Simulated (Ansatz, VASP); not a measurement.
**One calculation of ZrC, two programs**

```
CELL_PARAMETERS angstrom
0.00000 2.33456 2.33456
2.33456 0.00000 2.33456
2.33456 2.33456 0.00000
ATOMIC_POSITIONS crystal
Zr 0.00000 0.00000 0.00000
C 0.50000 0.50000 0.50000
```

Alike in both runs: functional PBEsol; k mesh 8 × 8 × 8; occupations gaussian, width 0.1 eV; no spin polarisation.

Ansatz relaxed the structure, and its values are those at the end. VASP's run is a single point on that final structure, the one shown.

|  | VASP | Ansatz |
| --- | --- | --- |
| version | VASP 6.6.1 | Ansatz 0.2.0 |
| potentials or method | VASP PAW PBE potentials, release 64 (Zr_sv, C), cutoff 520 eV | scalar-relativistic, plane waves, PAW |
| valence electrons in the cell | 16 | 16 |

```csv
,VASP,Ansatz,Ansatz less VASP
gap on the k mesh at the Fermi level (eV),none,none,-
pressure (GPa),0.3,0.0,-0.38
```

VASP's potentials were made for PBE, not for PBEsol. A gap of «none» marks a metal or a gap that the smearing closes.
